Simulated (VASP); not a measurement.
# Au (I4_1/amd) in VASP: notebook

Au is run at these levels: PBEsol; tasks: relaxation of cell and atoms, single point.

Program: VASP 6.6.1. These are calculated values, not measurements. Logs are shortened: lines on timing, memory, paths and dates and some standing lists are left out, and cuts for length are marked.

## Step 1: The cell of the first run

Symmetry: I4_1/amd, No. 141, tetragonal system. Conventional cell: a = 5.150 Å, b = 5.150 Å, c = 2.809 Å, α = 90.00°, β = 90.00°, γ = 90.00°. Within 3.5 Å of Au (site symmetry -4m2) lie 10 Au at 2.67 to 3.33 Å.

## Step 2: Relaxation of cell and atoms, PBEsol

File INCAR:

```
SYSTEM = Au
PREC     = Accurate       ! precision mode
ENCUT    = 600            ! plane-wave cutoff, eV
EDIFF    = 1E-6           ! SCF threshold, eV
ISMEAR   = 0              ! smearing method
SIGMA    = 0.1            ! smearing width, eV
LREAL    = .False.        ! projectors in reciprocal space
LASPH    = .True.         ! aspherical terms in the spheres
NELM     = 80             ! most SCF steps
ALGO     = Fast           ! electronic algorithm
ISIF     = 3              ! what is computed and relaxed
LWAVE    = .False.        ! write WAVECAR
LCHARG   = .False.        ! write CHGCAR
GGA      = PS             ! functional
IBRION   = 2              ! ionic algorithm
NSW      = 100            ! ionic steps
EDIFFG   = -0.01          ! ionic threshold
```

File KPOINTS:

```
regular mesh
0
Gamma
  22 22 22
  0 0 0
```

File POSCAR:

```
Au
1.0
   -2.5749049620      2.5749049620      1.4046581881
    2.5749049620     -2.5749049620      1.4046581881
    2.5749049620      2.5749049620     -1.4046581881
Au
2
Direct
    0.0000000000      0.0000000000      0.0000000000
    0.7500000000      0.2500000000      0.5000000000
```

Potentials or basis: VASP PAW PBE potentials, release 64 (Au).

Command:

```bash
> cat potpaw_PBE.64/Au/POTCAR > POTCAR
> mpirun -np 1 vasp_std > vasp.out
```

OUTCAR:

```text
SYSTEM = Au
   PREC = Accurate
   ENCUT = 600
   EDIFF = 1E-6
   ISMEAR = 0
   LREAL = .False.
   LASPH = .True.
   NELM = 80
   ISIF = 3
   GGA = PS
   IBRION = 2
   NSW = 100
   EDIFFG = -0.01

 ion  position               nearest neighbor table
   1  0.000  0.000  0.000-   2 2.67   2 2.67   2 2.67   2 2.67   2 3.33   2 3.33   2 3.33   2 3.33

   2  0.750  0.250  0.500-   1 2.67   1 2.67   1 2.67   1 2.67   1 3.33   1 3.33   1 3.33   1 3.33

  LATTYP: Found a body centered tetragonal cell.
 ALAT       =     5.1498099240
 C/A-ratio  =     0.5455184594

  Lattice vectors:

 A1 = (  -2.5749049620,   2.5749049620,   1.4046581881)
 A2 = (   2.5749049620,  -2.5749049620,   1.4046581881)
 A3 = (   2.5749049620,   2.5749049620,  -1.4046581881)

Analysis of symmetry for initial positions (statically):
=====================================================================
 Subroutine PRICEL returns:
 Original cell was already a primitive cell.

 Routine SETGRP: Setting up the symmetry group for a
 body centered tetragonal supercell.

 Subroutine GETGRP returns: Found 16 space group operations
 (whereof  8 operations were pure point group operations)
 out of a pool of 16 trial point group operations.

The static configuration has the point symmetry D_2d.
 The point group associated with its full space group is D_4h.

Analysis of symmetry for dynamics (positions and initial velocities):
=====================================================================
 Subroutine PRICEL returns:
 Original cell was already a primitive cell.

 Routine SETGRP: Setting up the symmetry group for a
 body centered tetragonal supercell.

 Subroutine GETGRP returns: Found 16 space group operations
 (whereof  8 operations were pure point group operations)
 out of a pool of 16 trial point group operations.

The dynamic configuration has the point symmetry D_2d.
 The point group associated with its full space group is D_4h.

 Subroutine INISYM returns: Found 16 space group operations
 (whereof  8 operations are pure point group operations),
 and found     1 'primitive' translations

----------------------------------------------------------------------------------------

                                     Primitive cell

  volume of cell :      37.2523

  direct lattice vectors                    reciprocal lattice vectors
    -2.574904962  2.574904962  1.404658188     0.000000000  0.194181924  0.355958485
     2.574904962 -2.574904962  1.404658188     0.194181924  0.000000000  0.355958485
     2.574904962  2.574904962 -1.404658188     0.194181924  0.194181924  0.000000000
[... 103 lines left out ...]
     AMIX     =   0.40;   BMIX     =  1.00
     AMIX_MAG =   1.60;   BMIX_MAG =  1.00
  volume/ion in A,a.u.               =      18.63       125.70
  Fermi-wavevector in a.u.,A,eV,Ry     =   1.373509  2.595555 25.667742  1.886526
  Thomas-Fermi vector in A             =   2.499019
   LORBIT       =      0    0 simple, 1 ext, 2 COOP (PROOUT), +10 PAW based schemes
   GGA     = PS    functional components
   LHFCALC =     F    Hartree Fock is set to
   AEXX    =    0.0000 exact exchange contribution
   IVDW    =     0    specifies the selected vdW correction
   LEPSILON=     F    determine dielectric tensor
   LRPA    =     F    only Hartree local field effects (RPA)
 conjugate gradient relaxation of ions
 non-spin polarized calculation
 RMM-DIIS sequential band-by-band and
 Gauss-broadening in eV      SIGMA  =   0.10
  energy-cutoff  :      600.00
  volume of cell :       37.25
 maximum number of plane-waves:      1269
   NGX = 15   NGY = 15   NGZ = 15

--------------------------------------- Ionic step        1  -------------------------------------------

 number of electron      22.0000004 magnetization

 Free energy of the ion-electron system (eV)
  ---------------------------------------------------
  ext. energy  EPLUGINS =         0.00000000
  ---------------------------------------------------
  free energy    TOTEN  =        -7.39681861 eV

  energy without entropy =       -7.39387832  energy(sigma->0) =       -7.39534847

------------------------ aborting loop because EDIFF is reached ----------------------------------------

  FORCE on cell =-STRESS in cart. coord.  units (eV):
  Direction    XX          YY          ZZ          XY          YZ          ZX
  --------------------------------------------------------------------------------------
  -------------------------------------------------------------------------------------
  Total        0.9055349      0.9055349     -1.7990266      0.0000000     -0.0000000      0.0000000
  in kB       38.9459859     38.9459859    -77.3740102      0.0000000     -0.0000000      0.0000000
  external PRESSURE =       0.1726539 kB  Pullay stress =       0.0000000 kB
[... 203 lines left out ...]
--------------------------------------- Ionic step        7  -------------------------------------------

 number of electron      21.9999998 magnetization

 Free energy of the ion-electron system (eV)
  ---------------------------------------------------
  ext. energy  EPLUGINS =         0.00000000
  ---------------------------------------------------
  free energy    TOTEN  =        -7.45283314 eV

  energy without entropy =       -7.44944465  energy(sigma->0) =       -7.45113889

 E-fermi :   7.7614     XC(G=0): -12.2975

 val. band max:        7.7538961458   @ k =  -0.3636   0.4091   0.3636
 cond. band min:       7.7634996791   @ k =   0.2727   0.1818  -0.0000
 fundamental gap:      0.0096035334
 Fermi energy:         7.7614455586

 k-point     1 :       0.0000    0.0000    0.0000
  band No.  band energies     occupation
      1      -1.1586      2.00000
      2       1.5569      2.00000
      3       1.7638      2.00000
      4       1.7901      2.00000
      5       2.2680      2.00000
      6       5.2100      2.00000
      7       5.2100      2.00000
      8       5.2492      2.00000
      9       5.2492      2.00000
     10       6.0936      2.00000
     11       6.9806      2.00000
     12      11.5111      0.00000
     13      11.5111      0.00000
     14      15.0027      0.00000
[... 401 lines left out ...]
      2       1.9581      2.00000
      3       2.4186      2.00000
      4       2.6316      2.00000
      5       3.7726      2.00000
      6       3.9712      2.00000
      7       4.8828      2.00000
      8       5.2919      2.00000
      9       5.6505      2.00000
     10       5.9676      2.00000
     11       7.1679      2.00000
     12      11.6065      0.00000
     13      13.0857      0.00000
     14      14.2095      0.00000
     15      17.2674      0.00000

 [... further k-points ...]
[... 5 lines left out ...]
  --------------------------------------------------------------------------------------
  -------------------------------------------------------------------------------------
  Total        0.0011231      0.0011231      0.0119713      0.0000000      0.0000000      0.0000000
  in kB        0.0483850      0.0483850      0.5157416      0.0000000      0.0000000      0.0000000
  external PRESSURE =       0.2041705 kB  Pullay stress =       0.0000000 kB
[... 17 lines left out ...]
  FREE ENERGIE OF THE ION-ELECTRON SYSTEM (eV)
  ---------------------------------------------------
  free  energy   TOTEN  =        -7.4528331380 eV

  energy  without entropy=       -7.4494446478  energy(sigma->0) =       -7.45113889

 reached required accuracy - stopping structural energy minimisation
```

CONTCAR:

```text
Au
   1.00000000000000
    -2.6249279439126703    2.6249279439126703    1.3493526032038086
     2.6249279439126703   -2.6249279439126703    1.3493526032038086
     2.6249279439126703    2.6249279439126703   -1.3493526032038086
  Au
     2
Direct
     0.0000000000000000    0.0000000000000000    0.0000000000000000
     0.7500000000000000    0.2500000000000000    0.5000000000000000

  0.00000000E+00  0.00000000E+00  0.00000000E+00
  0.00000000E+00  0.00000000E+00  0.00000000E+00
```

Run time: 11 min. Hardware: 1 thread of Intel Xeon 6975P-C (Granite Rapids), shared host; peak memory 0.61 GiB.

What came out:

```yaml
Free_energy: -7.4528 eV
Relaxed_volume: 18.59 Å³/atom
Relaxed_cell: a = 3.950 Å, b = 3.950 Å, c = 3.950 Å, α = 96.70°, β = 96.70°, γ = 140.05°
Space_group_after_relaxing_to_0.1_Å: I4_1/amd (No. 141)
Energy_gained_by_relaxing: 28.0 meV/atom
Ionic_steps: 7
Pressure_after_relaxing: 0.0 GPa
Band_gap_on_the_k_mesh: zero (bands 11 and 12 overlap by 4.81 eV)
```

The path:
```tsv
step	energy change (eV)	largest force (eV/Å)	pressure (GPa)	volume (Å³)
1	0.0000	0.0000	0.02	37.25
2	-0.0551	0.0000	0.07	37.21
3	-0.0560	0.0000	-0.10	37.22
4	-0.0560	0.0000	-0.07	37.22
5	-0.0560	0.0000	0.12	37.17
6	-0.0560	0.0000	0.06	37.19
7	-0.0560	0.0000	0.02	37.19
```

Final structure:
```
CELL_PARAMETERS angstrom
-2.62493 2.62493 1.34935
2.62493 -2.62493 1.34935
2.62493 2.62493 -1.34935
ATOMIC_POSITIONS crystal
Au 0.00000 0.00000 0.00000
Au 0.75000 0.25000 0.50000
```

Caveat: the PAW data sets were made with another functional, which shifts forces and pressure a little; spin-orbit coupling is left out, which moves the levels of the heavy elements.

## Step 3: Single point, PBEsol

File INCAR:

```
  PREC = Accurate
  ENCUT = 520
  EDIFF = 1E-7
  ISMEAR = 0
  SIGMA = 0.1
  LREAL = F
  LASPH = T
  NELM = 100
  ALGO = Normal
  ISIF = 2
  LWAVE = F
  LCHARG = F
  GGA = PS
  NBANDS = 18
```

File KPOINTS:

```
Automatic mesh
0
Gamma
  8 8 8
```

POSCAR is that of step 2.

Potentials or basis: VASP PAW PBE potentials, release 64 (Au).

Command:

```bash
> cat potpaw_PBE.64/Au/POTCAR > POTCAR
> mpirun -np 1 vasp_std > vasp.out
```

Run time: 17 s. Hardware: 1 thread of Intel Xeon 6975P-C (Granite Rapids), shared host; peak memory 0.18 GiB.

Results (log left out):

* Free energy: -7.4041 eV
* Pressure: -0.1 GPa
* Band gap on the k mesh: zero (bands 11 and 12 overlap by 4.45 eV)

Stress tensor (GPa, compression positive):
```
 4.50  0.00  0.00
 0.00  4.50  0.00
 0.00  0.00 -9.16
```

Levels at points of the mesh, in eV from the Fermi level:
| k point | band 9 | band 10 | band 11 | band 12 | band 13 | band 14 |
| --- | --- | --- | --- | --- | --- | --- |
| (0.00, 0.00, 0.00) | -2.83 | -1.59 | -0.74 | 4.13 | 4.13 | 7.89 |
| (0.50, 0.00, 0.00) | -2.03 | -1.74 | 0.43 | 2.10 | 5.16 | 6.40 |
| (0.50, 0.50, 0.00) | -2.24 | -2.24 | -1.95 | -1.95 | 10.19 | 10.19 |
| (0.50, 0.50, 0.50) | -2.65 | -2.65 | -1.00 | -1.00 | 2.29 | 2.29 |

Caveat: the PAW data sets were made with another functional, which shifts forces and pressure a little; spin-orbit coupling is left out, which moves the levels of the heavy elements.

## Step 4: Single point, PBEsol

File INCAR:

```
  ALGO = Fast
  EDIFF = 1E-6
  ENCUT = 520
  GGA = PS
  ISIF = 2
  ISMEAR = 0
  LASPH = True
  LCHARG = False
  LREAL = False
  LWAVE = False
  NBANDS = 18
  NELM = 100
  PREC = Accurate
  SIGMA = 0.1
```

File KPOINTS:

```
k-points
0
Gamma
  22 22 22
```

File POSCAR:

```
Au
1.0
   -2.6259349041      2.6259349041      1.3499681570
    2.6259349041     -2.6259349041      1.3499681570
    2.6259349041      2.6259349041     -1.3499681570
Au
2
Direct
    0.0000000000      0.0000000000      0.0000000000
    0.7500000000      0.2500000000      0.5000000000
```

Command:

```bash
> cat potpaw_PBE.64/Au/POTCAR > POTCAR
> mpirun -np 1 vasp_std > vasp.out
```

It took 4 min on 1 thread of Intel Xeon 6975P-C (Granite Rapids), shared host; peak memory 0.54 GiB.

The run converged. Its results:

```
Free energy            : -7.4531 eV
Pressure               : -0.2 GPa
Band gap on the k mesh : zero (bands 11 and 12 overlap by 4.81 eV)
```

Levels at points of the mesh, in eV from the Fermi level:
| k point | band 7 | band 8 | band 9 | band 10 | band 11 | band 12 | band 13 | band 14 | band 15 | band 16 |
| --- | --- | --- | --- | --- | --- | --- | --- | --- | --- | --- |
| (0.00, 0.00, 0.00) | -2.55 | -2.51 | -2.51 | -1.67 | -0.78 | 3.75 | 3.75 | 7.23 | 12.26 | 14.36 |
| (0.50, 0.00, 0.00) | -2.54 | -2.53 | -2.05 | -1.65 | 0.94 | 2.92 | 5.23 | 6.60 | 8.06 | 11.64 |
| (0.50, 0.50, 0.00) | -3.28 | -3.28 | -2.11 | -2.11 | -1.96 | -1.96 | 9.63 | 9.63 | 10.62 | 10.62 |
| (0.50, 0.50, 0.50) | -2.43 | -2.43 | -2.38 | -2.38 | -1.08 | -1.08 | 2.03 | 2.03 | 16.44 | 16.44 |

Caveat: the PAW data sets were made with another functional, which shifts forces and pressure a little; spin-orbit coupling is left out, which moves the levels of the heavy elements.

## Step 5: Summary

| task | cell | k mesh | cutoff (eV) | gap on the mesh (eV) | pressure (GPa) |
| --- | --- | --- | --- | --- | --- |
| relaxation of cell and atoms | relaxed from a = 3.903 Å, angles 97.4, 97.4, 137.8°, 2 atoms | 22 × 22 × 22 | 600 | none | 0.0 |
| single point | a = 3.903 Å, angles 97.4, 97.4, 137.8°, 2 atoms | 8 × 8 × 8 | 520 | none | -0.1 |
| single point | a = 3.951 Å, angles 96.7, 96.7, 140.0°, 2 atoms | 22 × 22 × 22 | 520 | none | -0.2 |

Alike in all rows: level PBEsol; potentials or basis VASP PAW PBE potentials, release 64 (Au); no spin polarisation; smearing gaussian 0.1 eV.

Caveats: the PAW data sets were made with another functional, which shifts forces and pressure a little; spin-orbit coupling is left out, which moves the levels of the heavy elements.

Total energies depend on the potentials used, so only differences within one code and one set of settings carry meaning.
